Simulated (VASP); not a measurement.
Input of a VASP 6.6.1 run:

INCAR

```
PREC = Accurate ; ENCUT = 520
EDIFF = 1E-7 ; ISMEAR = -1
SIGMA = 0.02 ; LREAL = False
LASPH = True ; NELM = 80
ALGO = Normal ; ISIF = 2
LWAVE = False ; LCHARG = True
GGA = PE ; LELF = True
LVHAR = True ; NBANDS = 46
```

Contents of KPOINTS:

```
Automatic mesh
0
Gamma
  6 6 6
```

The input POSCAR:

```
Ga4PN3
1.0
    4.7463190410      0.0000000000      0.0000000000
    0.0000000000      4.7463190410      0.0000000000
    0.0000000000      0.0000000000      4.7463190410
N Ga P
3 4 1
Direct
    0.5000000000      0.0000000000      0.0000000000
    0.0000000000      0.5000000000      0.0000000000
    0.0000000000      0.0000000000      0.5000000000
    0.2306584560      0.7693415440      0.7693415440
    0.7693415440      0.2306584560      0.7693415440
    0.7693415440      0.7693415440      0.2306584560
    0.2306584560      0.2306584560      0.2306584560
    0.5000000000      0.5000000000      0.5000000000
```

Potentials or basis: VASP PAW PBE potentials, release 64 (N, Ga_d, P).

Run with:

```bash
$ cat potpaw_PBE.64/N/POTCAR potpaw_PBE.64/Ga_d/POTCAR potpaw_PBE.64/P/POTCAR > POTCAR
$ mpirun -np 1 vasp_std > vasp.out
```

(1) Estimate the pressure.

(2) What does it give for the band gap on the k mesh?

Answers

(1) 4.9 GPa.

(2) zero (filled and empty bands touch).
